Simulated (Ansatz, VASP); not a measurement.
Cu: VASP beside Ansatz

```
Cu
1.0
    -1.58637    1.58637    1.31906
     1.58637   -1.58637    1.31906
     1.58637    1.58637   -1.31906
Cu
1
Direct
  0.00000 0.00000 0.00000
```

Alike in both runs: task single point; functional PBE; k mesh 24 × 24 × 24; occupations gaussian, width 0.15 eV; no spin polarisation.

```csv
,VASP,Ansatz
version,VASP 6.6.1,Ansatz 0.2.0
potentials or method,"VASP PAW PBE potentials, release 64 (Cu), cutoff 520 eV","scalar-relativistic, plane waves, PAW"
valence electrons in the cell,11,19
```

```tsv
	VASP	Ansatz	Ansatz less VASP
gap on the k mesh at the Fermi level (eV)	none	none	-
pressure (GPa)	-9.3	-10.0	-0.67
traceless stress, the component that is largest in VASP (GPa)	2.26	2.20	-0.055
```

A gap of «none» marks a metal or a gap that the smearing closes. VASP's potentials hold 11 valence electrons a cell and Ansatz's 19, so a difference there can come from the potentials and not from the codes.
